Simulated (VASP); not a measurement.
# Zn3O2 (R-3m) in VASP: further runs

Runs on Zn3O2. Level: PBE. Tasks: relaxation of cell and atoms, single point.

Everything below comes from runs of VASP 6.6.1. Logs are shortened: lines on timing, memory, paths and dates and some standing lists are left out, and cuts for length are marked.

## (1) The cell of the first run

The structure is trigonal, space group R-3m (No. 166). The conventional cell has a = 3.071 Å, b = 3.071 Å, c = 21.353 Å, α = 90.00°, β = 90.00°, γ = 120.00°. Within 3.2 Å of Zn (site symmetry -3m) lie 6 O at 2.27 Å and 12 Zn at 3.07 to 3.18 Å. Within 2.8 Å of Zn (site symmetry 3m) lie 3 O at 2.15 Å and 3 Zn at 2.55 Å. O (site symmetry 3m) has 6 Zn at 2.15 to 2.27 Å within 2.8 Å.

## (2) Relaxation of cell and atoms, PBE

Input file INCAR:

```
PREC = Accurate
ENCUT = 600
EDIFF = 1E-6
ISMEAR = 0
SIGMA = 0.1
LREAL = False
LASPH = True
NELM = 60
ALGO = Normal
ISIF = 3
LWAVE = False
LCHARG = False
GGA = PE
IBRION = 2
NSW = 90
EDIFFG = -0.04
```

Input file KPOINTS:

```
regular mesh
0
Gamma
  6 6 6
```

Input file POSCAR:

```
Zn3O2
1.0
    1.5354499553      0.8864924450      7.1175894086
   -1.5354499553      0.8864924450      7.1175894086
    0.0000000000     -1.7729848900      7.1175894086
Zn O
3 2
Direct
    0.0000000000      0.0000000000      0.0000000000
    0.2095000000      0.2095000000      0.2095000000
    0.7905000000      0.7905000000      0.7905000000
    0.4000000000      0.4000000000      0.4000000000
    0.6000000000      0.6000000000      0.6000000000
```

Potentials or basis: VASP PAW PBE potentials, release 64 (Zn, O).

Launch:

```
cat potpaw_PBE.64/Zn/POTCAR potpaw_PBE.64/O/POTCAR > POTCAR
mpirun -np 1 vasp_std > vasp.out
```

OUTCAR:

```text
PREC = Accurate
   ENCUT = 600
   EDIFF = 1E-6
   ISMEAR = 0
   LREAL = False
   LASPH = True
   NELM = 60
   ISIF = 3
   GGA = PE
   IBRION = 2
   NSW = 90
   EDIFFG = -0.04

 ion  position               nearest neighbor table
   1  0.000  0.000  0.000-   5 2.27   4 2.27   5 2.27   5 2.27   4 2.27   4 2.27
   2  0.209  0.209  0.209-   5 2.15   5 2.15   5 2.15   3 2.55   3 2.55   3 2.55
   3  0.791  0.791  0.791-   4 2.15   4 2.15   4 2.15   2 2.55   2 2.55   2 2.55
   4  0.400  0.400  0.400-   3 2.15   3 2.15   3 2.15   1 2.27   1 2.27   1 2.27
   5  0.600  0.600  0.600-   2 2.15   2 2.15   2 2.15   1 2.27   1 2.27   1 2.27

  LATTYP: Found a trigonal (rhomboedric) cell.
 ALAT       =     7.3350906204
 COS(alpha) =     0.9123624232

  Lattice vectors:

 A1 = (   1.5354499553,   0.8864924450,   7.1175894086)
 A2 = (  -1.5354499553,   0.8864924450,   7.1175894086)
 A3 = (   0.0000000000,  -1.7729848900,   7.1175894086)

Analysis of symmetry for initial positions (statically):
=====================================================================
 Subroutine PRICEL returns:
 Original cell was already a primitive cell.

 Routine SETGRP: Setting up the symmetry group for a
 trigonal (rhombohedral) supercell.

 Subroutine GETGRP returns: Found 12 space group operations
 (whereof 12 operations were pure point group operations)
 out of a pool of 12 trial point group operations.

The static configuration has the point symmetry D_3d.

Analysis of symmetry for dynamics (positions and initial velocities):
=====================================================================
 Subroutine PRICEL returns:
 Original cell was already a primitive cell.

 Routine SETGRP: Setting up the symmetry group for a
 trigonal (rhombohedral) supercell.

 Subroutine GETGRP returns: Found 12 space group operations
 (whereof 12 operations were pure point group operations)
 out of a pool of 12 trial point group operations.

The dynamic configuration has the point symmetry D_3d.

 Subroutine INISYM returns: Found 12 space group operations
 (whereof 12 operations are pure point group operations),
 and found     1 'primitive' translations

----------------------------------------------------------------------------------------

                                     Primitive cell

  volume of cell :      58.1293

  direct lattice vectors                    reciprocal lattice vectors
     1.535449955  0.886492445  7.117589409     0.325637445  0.188006866  0.046832335
    -1.535449955  0.886492445  7.117589409    -0.325637445  0.188006866  0.046832335
     0.000000000 -1.772984890  7.117589409     0.000000000 -0.376013733  0.046832335

  length of vectors
     7.335090620  7.335090620  7.335090620     0.378918982  0.378918982  0.378918982

  position of ions in fractional coordinates (direct lattice)
     0.000000000  0.000000000  0.000000000
     0.209500000  0.209500000  0.209500000
     0.790500000  0.790500000  0.790500000
     0.400000000  0.400000000  0.400000000
     0.600000000  0.600000000  0.600000000

  ion indices of the primitive-cell ions
   primitive index   ion index
                 1           1
                 2           2
                 3           3
                 4           4
                 5           5

----------------------------------------------------------------------------------------

 KPOINTS: regular mesh

Automatic generation of k-mesh.
 Grid dimensions read from file:
 generate k-points for:    6    6    6

 Generating k-lattice:

  Cartesian coordinates                     Fractional coordinates (reciprocal lattice)
     0.054272907  0.031334478  0.007805389     0.166666667 -0.000000000  0.000000000
    -0.054272907  0.031334478  0.007805389    -0.000000000  0.166666667  0.000000000
     0.000000000 -0.062668955  0.007805389     0.000000000  0.000000000  0.166666667

  Length of vectors
     0.063153164  0.063153164  0.063153164

  Shift w.r.t. Gamma in fractional coordinates (k-lattice)
     0.000000000  0.000000000  0.000000000

 Subroutine IBZKPT returns following result:
 ===========================================

 Found     32 irreducible k-points:

 Following reciprocal coordinates:
            Coordinates               Weight
  0.000000  0.000000  0.000000      1.000000
  0.166667  0.000000  0.000000      6.000000
  0.333333  0.000000  0.000000      6.000000
  0.500000  0.000000 -0.000000      3.000000
  0.166667  0.166667  0.000000      6.000000
  0.333333  0.166667  0.000000     12.000000
[... 16 lines left out ...]
  0.500000  0.500000  0.166667      6.000000
 -0.333333  0.500000  0.166667     12.000000
 [... further k-points ...]
   k-points           NKPTS =     32   k-points in BZ     NKDIM =     32   number of bands    NBANDS=     28
   number of dos      NEDOS =    301   number of ions     NIONS =      5
   total plane-waves  NPLWV = 216000
   dimension x,y,z NGX =    60 NGY =   60 NGZ =   60
   dimension x,y,z NGXF=   120 NGYF=  120 NGZF=  120
   ions per type =               3   2
   NGX,Y,Z   is equivalent  to a cutoff of  13.60, 13.60, 13.60 a.u.
   NGXF,Y,Z  is equivalent  to a cutoff of  27.20, 27.20, 27.20 a.u.
 SYSTEM =  unknown system
   PREC   = accura    normal or accurate (medium, high low for compatibility)
   ISTART =      0    job   : 0-new  1-cont  2-samecut
   ICHARG =      2    charge: 1-file 2-atom 10-const
   ISPIN  =      1    spin polarized calculation?
   LNONCOLLINEAR =      F non collinear calculations
   LSORBIT =      F    spin-orbit coupling
   LASPH  =      T    aspherical Exc in radial PAW
   ENCUT  =  600.0 eV  44.10 Ry    6.64 a.u.  14.65 14.65 14.65*2*pi/ulx,y,z
   NELM   =     60;   NELMIN=  2; NELMDL= -5     # of ELM steps
   EDIFF  = 0.1E-05   stopping-criterion for ELM
   LREAL  =      F    real-space projection
   EDIFFG = -.4E-01   stopping-criterion for IOM
   NSW    =     90    number of steps for IOM
   IBRION =      2    ionic relax: 0-MD 1-quasi-New 2-CG
   NFREE  =      1    steps in history (QN), initial steepest desc. (CG)
   ISIF   =      3    stress and relaxation
   ISYM   =      2    0-nonsym 1-usesym 2-fastsym
   POTIM  = 0.5000    time-step for ionic-motion
   TEBEG  =    0.0;   TEEND  =   0.0 temperature during run
   PSTRESS=    0.0 pullay stress
   NELECT =      48.0000    total number of electrons
   NUPDOWN=      -1.0000    fix difference up-down
   EMIN   =  10.00;   EMAX   =-10.00  energy-range for DOS
   EFERMI =   0.00;   METHOD = LEGACY
   ISMEAR =     0;   SIGMA  =   0.10  broadening in eV -4-tet -1-fermi 0-gaus
   EFERMI_NEDOS =   21; number of points for ismear=-14 and -15
   IALGO  =     38    algorithm
   IMIX   =      4    mixing-type and parameters
     AMIX     =   0.40;   BMIX     =  1.00
     AMIX_MAG =   1.60;   BMIX_MAG =  1.00
  volume/ion in A,a.u.               =      11.63        78.46
  Fermi-wavevector in a.u.,A,eV,Ry     =   1.535879  2.902390 32.095106  2.358924
  Thomas-Fermi vector in A             =   2.642606
   LORBIT       =      0    0 simple, 1 ext, 2 COOP (PROOUT), +10 PAW based schemes
   GGA     = PE    functional components
   LHFCALC =     F    Hartree Fock is set to
   AEXX    =    0.0000 exact exchange contribution
   IVDW    =     0    specifies the selected vdW correction
   LEPSILON=     F    determine dielectric tensor
   LRPA    =     F    only Hartree local field effects (RPA)
 conjugate gradient relaxation of ions
 non-spin polarized calculation
 Gauss-broadening in eV      SIGMA  =   0.10
  energy-cutoff  :      600.00
  volume of cell :       58.13
 maximum number of plane-waves:      1958
 NGX is ok and might be reduce to    60
   NGX = 29   NGY = 29   NGZ = 29

--------------------------------------- Ionic step        1  -------------------------------------------

 number of electron      48.0000004 magnetization

 Free energy of the ion-electron system (eV)
  ---------------------------------------------------
  ext. energy  EPLUGINS =         0.00000000
  ---------------------------------------------------
  free energy    TOTEN  =       -17.70845835 eV

  energy without entropy =      -17.70432638  energy(sigma->0) =      -17.70639237

------------------------ aborting loop because EDIFF is reached ----------------------------------------

  FORCE on cell =-STRESS in cart. coord.  units (eV):
  Direction    XX          YY          ZZ          XY          YZ          ZX
  --------------------------------------------------------------------------------------
  -------------------------------------------------------------------------------------
  Total       -0.7707638     -0.7707638     -0.4859763     -0.0000000     -0.0000000     -0.0000000
  in kB      -21.2440354    -21.2440354    -13.3946314     -0.0000000     -0.0000000     -0.0000000
  external PRESSURE =     -18.6275674 kB  Pullay stress =       0.0000000 kB
[... 258 lines left out ...]
  energy  without entropy=      -18.0363446916  energy(sigma->0) =      -18.03845001

--------------------------------------- Ionic step        8  -------------------------------------------

 number of electron      48.0000000 magnetization

 Free energy of the ion-electron system (eV)
  ---------------------------------------------------
  ext. energy  EPLUGINS =         0.00000000
  ---------------------------------------------------
  free energy    TOTEN  =       -18.04309645 eV

  energy without entropy =      -18.03904265  energy(sigma->0) =      -18.04106955

 E-fermi :   3.9008     XC(G=0): -11.7918

 val. band max:        3.8997068532   @ k =  -0.3333   0.1667   0.1667
 cond. band min:       3.9447881153   @ k =  -0.3333   0.3333   0.0000
 fundamental gap:      0.0450812621
 Fermi energy:         3.9008347015

 k-point     1 :       0.0000    0.0000    0.0000
  band No.  band energies     occupation
      1     -16.1125      2.00000
      2     -15.4626      2.00000
      3      -5.3979      2.00000
      4      -4.0560      2.00000
      5      -3.8511      2.00000
      6      -3.8511      2.00000
[... 733 lines left out ...]
     27       8.1427      0.00000
     28       8.8373      0.00000

 [... further k-points ...]

------------------------ aborting loop because EDIFF is reached ----------------------------------------

  FORCE on cell =-STRESS in cart. coord.  units (eV):
  Direction    XX          YY          ZZ          XY          YZ          ZX
  --------------------------------------------------------------------------------------
  -------------------------------------------------------------------------------------
  Total       -0.0217939     -0.0217939      0.0333989      0.0000000      0.0000000     -0.0000000
  in kB       -0.6085407     -0.6085407      0.9325801      0.0000000      0.0000000     -0.0000000
  external PRESSURE =      -0.0948338 kB  Pullay stress =       0.0000000 kB
[... 20 lines left out ...]
  FREE ENERGIE OF THE ION-ELECTRON SYSTEM (eV)
  ---------------------------------------------------
  free  energy   TOTEN  =       -18.0430964502 eV

  energy  without entropy=      -18.0390426545  energy(sigma->0) =      -18.04106955

 reached required accuracy - stopping structural energy minimisation
```

Wall time 15 min (1 thread of Intel Xeon 6975P-C (Granite Rapids), shared host); peak memory 0.56 GiB.

What came out:

```
Free energy                           : -18.0431 eV
Relaxed volume                        : 11.48 Å³/atom
Relaxed cell                          : a = 7.365 Å, b = 7.365 Å, c = 7.365 Å, α = 23.85°, β = 23.85°, γ = 23.85°
Space group after relaxing (to 0.1 Å) : R-3m (No. 166)
Energy gained by relaxing             : 66.9 meV/atom
Ionic steps                           : 8
Pressure after relaxing               : 0.0 GPa
Largest force after relaxing          : 0.030 eV/Å
Band gap on the k mesh                : zero (bands 24 and 25 overlap by 1.16 eV)
```

Forces on the atoms (eV/Å):
```
Zn   0.000  0.000  0.000
Zn   0.000  0.000 -0.027
Zn   0.000  0.000  0.027
O    0.000  0.000 -0.030
O    0.000  0.000  0.030
```

Stress tensor (GPa, compression positive):
```
-0.06  0.00  0.00
 0.00 -0.06  0.00
 0.00  0.00  0.09
```

The path:
| step | energy change (eV) | largest force (eV/Å) | pressure (GPa) | volume (Å³) |
| --- | --- | --- | --- | --- |
| 1 | 0.0000 | 1.4903 | -1.86 | 58.13 |
| 2 | -0.2105 | 0.9128 | -0.04 | 57.00 |
| 3 | -0.3045 | 0.2719 | 4.10 | 55.54 |
| 4 | -0.3059 | 0.2903 | 3.48 | 55.70 |
| 5 | -0.3308 | 0.1702 | -1.44 | 57.88 |
| 6 | -0.3321 | 0.1885 | -0.38 | 57.46 |
| 7 | -0.3321 | 0.1866 | -0.58 | 57.51 |
| 8 | -0.3346 | 0.0295 | -0.01 | 57.38 |

Final structure:
```yaml
crystal:
  lattice:
    - [1.52181, 0.87862, 7.15225]
    - [-1.52181, 0.87862, 7.15225]
    - [0.00000, -1.75724, 7.15225]
  atoms:
    - { symbol: Zn, position: [0.00000, 0.00000, 0.00000] }
    - { symbol: Zn, position: [0.21397, 0.21397, 0.21397] }
    - { symbol: Zn, position: [0.78603, 0.78603, 0.78603] }
    - { symbol: O, position: [0.39190, 0.39190, 0.39190] }
    - { symbol: O, position: [0.60810, 0.60810, 0.60810] }
```

Caveat: the k points lie up to 0.40 Å⁻¹ apart in the final cell, too coarse for converged energies and pressures of a metal.

## (3) Single point, PBE

This run uses another cell than the first one, of 11.43 Å³/atom.

Input file INCAR:

```
  PREC = Accurate
  ENCUT = 520
  EDIFF = 1E-6
  ISMEAR = 0
  SIGMA = 0.1
  LREAL = F
  LASPH = T
  NELM = 80
  ALGO = Normal
  ISIF = 2
  LWAVE = F
  LCHARG = T
  GGA = PE
  LELF = T
  LVHAR = T
  NBANDS = 32
```

Input file KPOINTS:

```
Automatic mesh
0
Gamma
  12 12 12
```

Input file POSCAR:

```
Zn3O2
1.0
    1.5211396608      0.8782303926      7.1329919492
   -1.5211396608      0.8782303926      7.1329919492
    0.0000000000     -1.7564607852      7.1329919492
Zn O
3 2
Direct
    0.0000000000      0.0000000000      0.0000000000
    0.2139103350      0.2139103350      0.2139103350
    0.7860896650      0.7860896650      0.7860896650
    0.3917969798      0.3917969798      0.3917969798
    0.6082030202      0.6082030202      0.6082030202
```

Potentials or basis: VASP PAW PBE potentials, release 64 (Zn, O).

Launch:

```
cat potpaw_PBE.64/Zn/POTCAR potpaw_PBE.64/O/POTCAR > POTCAR
mpirun -np 1 vasp_std > vasp.out
```

Wall time 17 min (1 thread of Intel Xeon 6975P-C (Granite Rapids), shared host); peak memory 0.61 GiB.

It converged, with:

| Quantity | Value |
| --- | --- |
| Free energy | -18.0457 eV |
| Pressure | 0.6 GPa |
| Largest force | 0.042 eV/Å |
| Band gap on the k mesh | zero (bands 24 and 25 overlap by 1.15 eV) |

Forces on the atoms (eV/Å):
```
Zn   0.000  0.000  0.000
Zn   0.000  0.000 -0.042
Zn   0.000  0.000  0.042
O    0.000  0.000  0.002
O    0.000  0.000 -0.002
```

Stress tensor (GPa, compression positive):
```
0.58 0.00 0.00
0.00 0.58 0.00
0.00 0.00 0.66
```

Levels at points of the mesh, in eV from the Fermi level:
```
           k point  band 21  band 22  band 23  band 24  band 25  band 26  band 27  band 28
(0.00, 0.00, 0.00)    -2.67    -2.67    -2.06    -2.06     1.42     1.62     7.05     8.57
(0.50, 0.00, 0.00)    -3.60    -3.17    -2.44    -1.11     0.05     3.79     4.89     6.26
(0.50, 0.50, 0.00)    -3.77    -3.60    -2.31    -1.19     0.62     3.45     4.00     6.25
(0.50, 0.50, 0.50)    -2.71    -2.59    -2.03    -2.03    -0.82     3.49     5.51    11.04
```
